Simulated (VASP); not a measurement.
# SnSe (P4/nmm) in VASP: further runs

SnSe is run at these levels: PBE+D3(BJ); tasks: single point.

Program: VASP 6.6.1. These are calculated values, not measurements. Logs are shortened: lines on timing, memory, paths and dates and some standing lists are left out, and cuts for length are marked.

## (1) The cell of the first run

The typed cell holds 4 atoms: a = 4.292 Å, b = 4.292 Å, c = 6.544 Å, α = 90.00°, β = 90.00°, γ = 90.00°.

## (2) Single point, PBE+D3(BJ)

Input file INCAR:

```
ALGO     = Normal         # electronic algorithm
EDIFF    = 1E-6           # SCF threshold, eV
ENCUT    = 520            # plane-wave cutoff, eV
GGA      = PE             # functional
ISIF     = 2              # what is computed and relaxed
ISMEAR   = 0              # smearing method
IVDW     = 12             # dispersion correction
LASPH    = True           # aspherical terms in the spheres
LCHARG   = True           # write CHGCAR
LELF     = True           # ELF
LREAL    = False          # projectors in reciprocal space
LVHAR    = True         
LWAVE    = False          # write WAVECAR
NBANDS   = 28             # bands
NELM     = 80             # most SCF steps
PREC     = Accurate       # precision mode
SIGMA    = 0.03           # smearing width, eV
```

Input file KPOINTS:

```
k-points
0
Gamma
  8 8 6
```

Input file POSCAR:

```
SnSe
1.0
    4.2924000000      0.0000000000      0.0000000000
    0.0000000000      4.2924000000      0.0000000000
    0.0000000000      0.0000000000      6.5443000000
Sn Se
2 2
Direct
    0.5000000000      0.0000000000      0.2500887432
    0.0000000000      0.5000000000      0.7499112568
    0.5000000000      0.0000000000      0.7499352227
    0.0000000000      0.5000000000      0.2500647773
```

Potentials or basis: VASP PAW PBE potentials, release 64 (Sn_d, Se).

Started as:

```console
$ cat potpaw_PBE.64/Sn_d/POTCAR potpaw_PBE.64/Se/POTCAR > POTCAR
$ mpirun -np 1 vasp_std > vasp.out
```

OUTCAR:

```text
EDIFF = 1E-6
   ENCUT = 520
   GGA = PE
   ISIF = 2
   ISMEAR = 0
   IVDW = 12
   LASPH = True
   LREAL = False
   NELM = 80
   PREC = Accurate
 IVDW          = 12

 ion  position               nearest neighbor table
   1  0.500  0.000  0.250-   4 3.04   4 3.04   4 3.04   4 3.04   3 3.27   3 3.27
   2  0.000  0.500  0.750-   3 3.04   3 3.04   3 3.04   3 3.04   4 3.27   4 3.27
   3  0.500  0.000  0.750-   2 3.04   2 3.04   2 3.04   2 3.04   1 3.27   1 3.27
   4  0.000  0.500  0.250-   1 3.04   1 3.04   1 3.04   1 3.04   2 3.27   2 3.27

  LATTYP: Found a simple tetragonal cell.
 ALAT       =     4.2924000000
 C/A-ratio  =     1.5246249185

  Lattice vectors:

 A1 = (   4.2924000000,   0.0000000000,   0.0000000000)
 A2 = (   0.0000000000,   4.2924000000,   0.0000000000)
 A3 = (   0.0000000000,   0.0000000000,   6.5443000000)

Analysis of symmetry for initial positions (statically):
=====================================================================
 Subroutine PRICEL returns:
 Original cell was already a primitive cell.

 Routine SETGRP: Setting up the symmetry group for a
 simple tetragonal supercell.

 Subroutine GETGRP returns: Found 16 space group operations
 (whereof  8 operations were pure point group operations)
 out of a pool of 16 trial point group operations.

The static configuration has the point symmetry D_2d.
 The point group associated with its full space group is D_4h.

Analysis of symmetry for dynamics (positions and initial velocities):
=====================================================================
 Subroutine PRICEL returns:
 Original cell was already a primitive cell.

 Routine SETGRP: Setting up the symmetry group for a
 simple tetragonal supercell.

 Subroutine GETGRP returns: Found 16 space group operations
 (whereof  8 operations were pure point group operations)
 out of a pool of 16 trial point group operations.

The dynamic configuration has the point symmetry D_2d.
 The point group associated with its full space group is D_4h.

 Subroutine INISYM returns: Found 16 space group operations
 (whereof  8 operations are pure point group operations),
 and found     1 'primitive' translations

----------------------------------------------------------------------------------------

                                     Primitive cell

  volume of cell :     120.5767

  direct lattice vectors                    reciprocal lattice vectors
     4.292400000  0.000000000  0.000000000     0.232969900  0.000000000  0.000000000
     0.000000000  4.292400000  0.000000000     0.000000000  0.232969900  0.000000000
     0.000000000  0.000000000  6.544300000     0.000000000  0.000000000  0.152804731

  length of vectors
     4.292400000  4.292400000  6.544300000     0.232969900  0.232969900  0.152804731

  position of ions in fractional coordinates (direct lattice)
     0.500000000  0.000000000  0.250088743
     0.000000000  0.500000000  0.749911257
     0.500000000  0.000000000  0.749935223
     0.000000000  0.500000000  0.250064777

  ion indices of the primitive-cell ions
   primitive index   ion index
                 1           1
                 2           2
                 3           3
                 4           4

----------------------------------------------------------------------------------------

 KPOINTS: k-points

Automatic generation of k-mesh.
 Grid dimensions read from file:
 generate k-points for:    8    8    6

 Generating k-lattice:

  Cartesian coordinates                     Fractional coordinates (reciprocal lattice)
     0.029121238  0.000000000  0.000000000     0.125000000  0.000000000  0.000000000
     0.000000000  0.029121238  0.000000000     0.000000000  0.125000000  0.000000000
     0.000000000  0.000000000  0.025467455     0.000000000  0.000000000  0.166666667

  Length of vectors
     0.029121238  0.029121238  0.025467455

  Shift w.r.t. Gamma in fractional coordinates (k-lattice)
     0.000000000  0.000000000  0.000000000

 Subroutine IBZKPT returns following result:
 ===========================================

 Found     60 irreducible k-points:

 Following reciprocal coordinates:
            Coordinates               Weight
  0.000000  0.000000  0.000000      1.000000
  0.125000  0.000000  0.000000      4.000000
  0.250000  0.000000  0.000000      4.000000
  0.375000  0.000000  0.000000      4.000000
  0.500000  0.000000  0.000000      2.000000
  0.125000  0.125000  0.000000      4.000000
[... 16 lines left out ...]
  0.375000  0.125000  0.166667     16.000000
  0.500000  0.125000  0.166667      8.000000
 [... further k-points ...]
   k-points           NKPTS =     60   k-points in BZ     NKDIM =     60   number of bands    NBANDS=     28
   number of dos      NEDOS =    301   number of ions     NIONS =      4
   total plane-waves  NPLWV =  51200
   dimension x,y,z NGX =    32 NGY =   32 NGZ =   50
   dimension x,y,z NGXF=    64 NGYF=   64 NGZF=  100
   ions per type =               2   2
[... 60 lines left out ...]

 E-fermi :   4.7118     XC(G=0):  -9.1404

 val. band max:        4.5732905580   @ k =   0.5000   0.0000   0.5000
 cond. band min:       4.8616476064   @ k =   0.5000   0.0000   0.5000
 fundamental gap:      0.2883570485
 Fermi energy:         4.7118096948

 k-point     1 :       0.0000    0.0000    0.0000
  band No.  band energies     occupation
      1     -17.1455      2.00000
      2     -17.1334      2.00000
      3     -17.1245      2.00000
      4     -17.1245      2.00000
      5     -17.1153      2.00000
      6     -17.1153      2.00000
[... 20 lines left out ...]
     27       9.6217      0.00000
     28      10.1829      0.00000

 k-point     2 :       0.1250    0.0000    0.0000
  band No.  band energies     occupation
      1     -17.1442      2.00000
      2     -17.1330      2.00000
      3     -17.1247      2.00000
      4     -17.1241      2.00000
      5     -17.1161      2.00000
      6     -17.1156      2.00000
[... 20 lines left out ...]
     27       9.3789      0.00000
     28      10.5336      0.00000

 k-point     3 :       0.2500    0.0000    0.0000
  band No.  band energies     occupation
      1     -17.1407      2.00000
      2     -17.1322      2.00000
      3     -17.1248      2.00000
      4     -17.1230      2.00000
      5     -17.1183      2.00000
      6     -17.1165      2.00000
[... 20 lines left out ...]
     27      10.0865      0.00000
     28      10.5647      0.00000

 k-point     4 :       0.3750    0.0000    0.0000
  band No.  band energies     occupation
      1     -17.1368      2.00000
      2     -17.1323      2.00000
      3     -17.1245      2.00000
      4     -17.1214      2.00000
      5     -17.1209      2.00000
      6     -17.1179      2.00000
[... 20 lines left out ...]
     27      11.0348      0.00000
     28      11.7341      0.00000

 k-point     5 :       0.5000    0.0000    0.0000
  band No.  band energies     occupation
      1     -17.1338      2.00000
      2     -17.1338      2.00000
      3     -17.1232      2.00000
      4     -17.1232      2.00000
      5     -17.1196      2.00000
      6     -17.1196      2.00000
[... 20 lines left out ...]
     27      11.8581      0.00000
     28      11.8581      0.00000

 k-point     6 :       0.1250    0.1250    0.0000
  band No.  band energies     occupation
      1     -17.1429      2.00000
      2     -17.1325      2.00000
      3     -17.1252      2.00000
      4     -17.1234      2.00000
      5     -17.1174      2.00000
      6     -17.1154      2.00000
[... 463 lines left out ...]
      5     -17.1178      2.00000
      6     -17.1161      2.00000
[... 20 lines left out ...]
     27      10.1020      0.00000
     28      10.2348      0.00000

 k-point    22 :       0.2500    0.1250    0.1667
  band No.  band energies     occupation
      1     -17.1390      2.00000
      2     -17.1322      2.00000
      3     -17.1250      2.00000
      4     -17.1219      2.00000
      5     -17.1199      2.00000
      6     -17.1166      2.00000
[... 20 lines left out ...]
     27       9.8669      0.00000
     28      10.7415      0.00000

 k-point    23 :       0.3750    0.1250    0.1667
  band No.  band energies     occupation
      1     -17.1357      2.00000
      2     -17.1320      2.00000
      3     -17.1250      2.00000
      4     -17.1222      2.00000
      5     -17.1205      2.00000
      6     -17.1176      2.00000
[... 20 lines left out ...]
     27      10.0344      0.00000
     28      11.6700      0.00000

 k-point    24 :       0.5000    0.1250    0.1667
  band No.  band energies     occupation
      1     -17.1332      2.00000
      2     -17.1332      2.00000
      3     -17.1241      2.00000
      4     -17.1241      2.00000
      5     -17.1190      2.00000
      6     -17.1190      2.00000
[... 20 lines left out ...]
     27      10.6929      0.00000
     28      10.6929      0.00000

 [... further k-points ...]

------------------------ aborting loop because EDIFF is reached ----------------------------------------

 Edisp (eV)   -1.30465

 E8    (eV) :    -0.5889

  FORCE on cell =-STRESS in cart. coord.  units (eV):
  Direction    XX          YY          ZZ          XY          YZ          ZX
  --------------------------------------------------------------------------------------
  -------------------------------------------------------------------------------------
  Total      -0.48654    -0.48654    -4.25406     0.00000     0.00000     0.00000
  in kB      -6.46493    -6.46493   -56.52635     0.00000     0.00000     0.00000
  external pressure =      -23.15 kB  Pullay stress =        0.00 kB

 VOLUME and BASIS-vectors are now :
 -----------------------------------------------------------------------------
  energy-cutoff  :      520.00
  volume of cell :      120.58
      direct lattice vectors                 reciprocal lattice vectors
     4.292400000  0.000000000  0.000000000     0.232969900  0.000000000  0.000000000
     0.000000000  4.292400000  0.000000000     0.000000000  0.232969900  0.000000000
     0.000000000  0.000000000  6.544300000     0.000000000  0.000000000  0.152804731

 POSITION                                       TOTAL-FORCE (eV/Angst)
 -----------------------------------------------------------------------------------
      2.14620      0.00000      1.63666         0.000000      0.000000      0.000524
      0.00000      2.14620      4.90764        -0.000000      0.000000     -0.000524
      2.14620      0.00000      4.90780        -0.000000      0.000000     -0.000867
      0.00000      2.14620      1.63650        -0.000000     -0.000000      0.000867
 -----------------------------------------------------------------------------------
    total drift:                                0.000000      0.000000      0.000000

  FREE ENERGIE OF THE ION-ELECTRON SYSTEM (eV)
  ---------------------------------------------------
  free  energy   TOTEN  =       -17.5453046955 eV

  energy  without entropy=      -17.5453046955  energy(sigma->0) =      -17.54530470
```

It took 73 s on 1 thread of Intel Xeon 6975P-C (Granite Rapids), shared host; peak memory 0.33 GiB.

What came out:

```
Free energy                : -17.5453 eV
Pressure                   : -2.3 GPa
Band gap on the k mesh     : 0.29 eV
Dispersion energy per atom : -0.326 eV
```

Caveat: spin-orbit coupling is left out, which moves the levels of the heavy elements. A k mesh can miss the band edges.

## (3) Single point, PBE+D3(BJ)

This run uses another cell than the first one, of 20.56 Å³/atom.

Input file INCAR:

```
PREC = Accurate
ENCUT = 520
EDIFF = 1E-7
ISMEAR = 0
SIGMA = 0.03
LREAL = F
LASPH = T
NELM = 60
ALGO = Normal
ISIF = 2
LWAVE = F
LCHARG = F
GGA = PE
IVDW = 12
NBANDS = 28
```

Input file KPOINTS:

```
regular mesh
0
Gamma
  8 8 6
```

Input file POSCAR:

```
SnSe
1.0
    4.0109000000      0.0000000000      0.0000000000
    0.0000000000      4.0109000000      0.0000000000
    0.0000000000      0.0000000000      5.1113000000
Sn Se
2 2
Direct
    0.5000000000      0.0000000000      0.2500887432
    0.0000000000      0.5000000000      0.7499112568
    0.5000000000      0.0000000000      0.7499352227
    0.0000000000      0.5000000000      0.2500647773
```

Potentials or basis: VASP PAW PBE potentials, release 64 (Sn_d, Se).

Started as:

```console
$ cat potpaw_PBE.64/Sn_d/POTCAR potpaw_PBE.64/Se/POTCAR > POTCAR
$ mpirun -np 1 vasp_std > vasp.out
```

Wall time 54 s (1 thread of Intel Xeon Platinum 8559C (Emerald Rapids), shared host); peak memory 0.25 GiB.

The run converged. Its results:

- Free energy: -15.6678 eV
- Pressure: 26.7 GPa
- Largest force: 0.011 eV/Å
- Band gap on the k mesh: zero (bands 20 and 21 overlap by 0.11 eV)
- Dispersion energy per atom: -0.472 eV

Forces in eV/Å, atoms in the order of the input:
```
Sn   0.000  0.000 -0.011
Sn   0.000  0.000  0.011
Se   0.000  0.000  0.011
Se   0.000  0.000 -0.011
```

Stress tensor (GPa, compression positive):
```
14.23  0.00  0.00
 0.00 14.23  0.00
 0.00  0.00 51.55
```

Levels at points of the mesh, in eV from the Fermi level:
| k point | band 18 | band 19 | band 20 | band 21 | band 22 | band 23 |
| --- | --- | --- | --- | --- | --- | --- |
| (0.00, 0.00, 0.00) | -4.19 | -3.12 | -3.12 | 1.23 | 3.98 | 3.98 |
| (0.50, 0.00, 0.00) | -3.78 | -1.75 | -1.75 | 1.54 | 1.54 | 1.63 |
| (0.50, 0.50, 0.00) | -6.17 | -4.73 | -4.73 | 1.74 | 1.74 | 5.22 |
| (0.00, 0.00, 0.50) | -4.66 | -1.20 | -1.19 | 2.49 | 2.50 | 3.09 |
| (0.50, 0.00, 0.50) | -3.07 | -0.88 | -0.88 | 0.12 | 0.12 | 1.31 |
| (0.50, 0.50, 0.50) | -6.77 | 0.06 | 0.06 | 2.11 | 2.11 | 4.56 |

Caveat: the cell stands under pressure; semilocal functionals underestimate gaps, so a narrow gap can read as zero; spin-orbit coupling is left out, which moves the levels of the heavy elements.

## (4) Single point, PBE+D3(BJ)

This run uses another cell than the first one, of 21.28 Å³/atom.

Input file INCAR:

```
PREC = Accurate ; ENCUT = 520
EDIFF = 1E-6 ; ISMEAR = 0
SIGMA = 0.03 ; LREAL = F
LASPH = T ; NELM = 100
ALGO = Normal ; ISIF = 2
LWAVE = F ; LCHARG = T
GGA = PE ; IVDW = 12
LELF = T ; LVHAR = T
NBANDS = 28
```

KPOINTS is that of step 3.

POSCAR, as its differences from that of step 3:

```diff
@@ -2,4 +2,4 @@
 1.0
-    4.0109000000      0.0000000000      0.0000000000
-    0.0000000000      4.0109000000      0.0000000000
+    4.0813000000      0.0000000000      0.0000000000
+    0.0000000000      4.0813000000      0.0000000000
     0.0000000000      0.0000000000      5.1113000000
```

Started as:

```console
$ cat potpaw_PBE.64/Sn_d/POTCAR potpaw_PBE.64/Se/POTCAR > POTCAR
$ mpirun -np 1 vasp_std > vasp.out
```

It took 55 s on 1 thread of Intel Xeon Platinum 8559C (Emerald Rapids), shared host; peak memory 0.26 GiB.

The run converged. Its results:

- Free energy: -15.8873 eV
- Pressure: 22.6 GPa
- Largest force: 0.011 eV/Å
- Band gap on the k mesh: zero (bands 20 and 21 overlap by 0.22 eV)
- Dispersion energy per atom: -0.455 eV

Forces in eV/Å, atoms in the order of the input:
```
Sn   0.000  0.000 -0.011
Sn   0.000  0.000  0.011
Se   0.000  0.000  0.011
Se   0.000  0.000 -0.011
```

Stress tensor (GPa, compression positive):
```
 9.88  0.00  0.00
 0.00  9.88  0.00
 0.00  0.00 48.12
```

Levels at points of the mesh, in eV from the Fermi level:
| k point | band 16 | band 17 | band 18 | band 19 | band 20 | band 21 | band 22 | band 23 | band 24 | band 25 |
| --- | --- | --- | --- | --- | --- | --- | --- | --- | --- | --- |
| (0.00, 0.00, 0.00) | -5.70 | -4.44 | -4.35 | -2.96 | -2.96 | 1.34 | 3.72 | 3.72 | 4.87 | 4.87 |
| (0.50, 0.00, 0.00) | -6.38 | -3.72 | -3.72 | -1.86 | -1.86 | 1.53 | 1.53 | 1.56 | 1.56 | 4.67 |
| (0.50, 0.50, 0.00) | -6.11 | -6.07 | -6.07 | -4.42 | -4.42 | 1.92 | 1.92 | 4.80 | 4.80 | 6.73 |
| (0.00, 0.00, 0.50) | -4.50 | -4.50 | -4.50 | -0.99 | -0.98 | 2.61 | 2.62 | 3.00 | 3.00 | 3.84 |
| (0.50, 0.00, 0.50) | -3.28 | -3.00 | -3.00 | -0.88 | -0.88 | 0.12 | 0.12 | 1.48 | 1.48 | 1.66 |
| (0.50, 0.50, 0.50) | -6.48 | -6.48 | -6.48 | 0.15 | 0.15 | 2.18 | 2.18 | 4.41 | 4.41 | 4.41 |

Caveat: the cell stands under pressure; semilocal functionals underestimate gaps, so a narrow gap can read as zero; spin-orbit coupling is left out, which moves the levels of the heavy elements.

## (5) Single point, PBE+D3(BJ)

This run uses another cell than the first one, of 22.02 Å³/atom.

Input file INCAR:

```
SYSTEM = SnSe
PREC     = Accurate       ! precision mode
ENCUT    = 520            ! plane-wave cutoff, eV
EDIFF    = 1E-6           ! SCF threshold, eV
ISMEAR   = 0              ! smearing method
SIGMA    = 0.03           ! smearing width, eV
LREAL    = .False.        ! projectors in reciprocal space
LASPH    = .True.         ! aspherical terms in the spheres
NELM     = 60             ! most SCF steps
ALGO     = Normal         ! electronic algorithm
ISIF     = 2              ! what is computed and relaxed
LWAVE    = .False.        ! write WAVECAR
LCHARG   = .False.        ! write CHGCAR
GGA      = PE             ! functional
IVDW     = 12             ! dispersion correction
NBANDS   = 28             ! bands
```

Input file KPOINTS:

```
regular mesh
0
Gamma
  8 8 6
  0 0 0
```

POSCAR, as its differences from that of step 4:

```diff
@@ -2,4 +2,4 @@
 1.0
-    4.0813000000      0.0000000000      0.0000000000
-    0.0000000000      4.0813000000      0.0000000000
+    4.1516000000      0.0000000000      0.0000000000
+    0.0000000000      4.1516000000      0.0000000000
     0.0000000000      0.0000000000      5.1113000000
```

Started as:

```console
$ cat potpaw_PBE.64/Sn_d/POTCAR potpaw_PBE.64/Se/POTCAR > POTCAR
$ mpirun -np 1 vasp_std > vasp.out
```

Wall time 39 s (1 thread of Intel Xeon Platinum 8559C (Emerald Rapids), shared host); peak memory 0.27 GiB.

It converged, with:

- Free energy: -16.0365 eV
- Pressure: 19.1 GPa
- Largest force: 0.011 eV/Å
- Band gap on the k mesh: zero (bands 20 and 21 overlap by 0.32 eV)
- Dispersion energy per atom: -0.440 eV

Forces on the atoms (eV/Å):
```
Sn   0.000  0.000 -0.011
Sn   0.000  0.000  0.011
Se   0.000  0.000  0.011
Se   0.000  0.000 -0.011
```

Stress tensor (GPa, compression positive):
```
 6.36  0.00  0.00
 0.00  6.36  0.00
 0.00  0.00 44.48
```

Levels at points of the mesh, in eV from the Fermi level:
| k point | band 18 | band 19 | band 20 | band 21 | band 22 | band 23 |
| --- | --- | --- | --- | --- | --- | --- |
| (0.00, 0.00, 0.00) | -4.53 | -2.87 | -2.87 | 1.39 | 3.42 | 3.42 |
| (0.50, 0.00, 0.00) | -3.71 | -2.02 | -2.02 | 1.39 | 1.39 | 1.53 |
| (0.50, 0.50, 0.00) | -6.04 | -4.18 | -4.18 | 2.05 | 2.05 | 4.36 |
| (0.00, 0.00, 0.50) | -4.39 | -0.85 | -0.84 | 2.68 | 2.68 | 2.86 |
| (0.50, 0.00, 0.50) | -3.00 | -0.93 | -0.93 | 0.07 | 0.07 | 1.52 |
| (0.50, 0.50, 0.50) | -6.24 | 0.18 | 0.18 | 2.20 | 2.20 | 4.17 |

Caveat: the cell stands under pressure; semilocal functionals underestimate gaps, so a narrow gap can read as zero; spin-orbit coupling is left out, which moves the levels of the heavy elements.

## (6) Overview

| cell | gap on the mesh (eV) | pressure (GPa) | largest force (eV/Å) |
| --- | --- | --- | --- |
| a = 4.292, b = 4.292, c = 6.544 Å, 4 atoms | 0.29 | -2.3 | - |
| a = 4.011, b = 4.011, c = 5.111 Å, 4 atoms | none | 26.7 | 0.01 |
| a = 4.081, b = 4.081, c = 5.111 Å, 4 atoms | none | 22.6 | 0.01 |
| a = 4.152, b = 4.152, c = 5.111 Å, 4 atoms | none | 19.1 | 0.01 |

Alike in all rows: task single point; level PBE+D3(BJ); potentials or basis VASP PAW PBE potentials, release 64 (Sn_d, Se); no spin polarisation; k mesh 8 × 8 × 6; cutoff (eV) 520; smearing gaussian 0.03 eV.

Caveats: spin-orbit coupling is left out, which moves the levels of the heavy elements; the cell stands under pressure (at least some runs); semilocal functionals underestimate gaps, so a narrow gap can read as zero (at least some runs).

Total energies depend on the potentials used, so only differences within one code and one set of settings carry meaning.
